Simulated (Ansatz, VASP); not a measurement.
Two plane-wave programs on S

```
S
1.0
     0.00000    1.99435    2.05418
     1.99435    0.00000    2.05418
     1.99435    1.99435    0.00000
S
1
Direct
  0.00000 0.00000 0.00000
```

Change from the starting cell: strain +0.0300 x Voigt [0, 0, 1, 0, 0, 0], atoms carried along.

Alike in both runs: task single point; functional PBEsol; k mesh 20 × 20 × 20; occupations gaussian, width 0.15 eV; no spin polarisation.

|  | VASP | Ansatz |
| --- | --- | --- |
| version | VASP 6.6.1 | Ansatz 0.2.0 |
| potentials or method | VASP PAW PBE potentials, release 64 (S), cutoff 520 eV | scalar-relativistic, plane waves, PAW |
| valence electrons in the cell | 6 | 6 |

```csv
,VASP,Ansatz,Ansatz less VASP
gap on the k mesh at the Fermi level (eV),none,none,-
pressure (GPa),-7.2,-7.2,-0.05
"traceless stress, the component that is largest in VASP (GPa)",1.66,1.67,+0.005
```

VASP's potentials were made for PBE, not for PBEsol. A gap of «none» marks a metal or a gap that the smearing closes. The functional is the same, so the differences come from potentials, cutoffs and numerics.
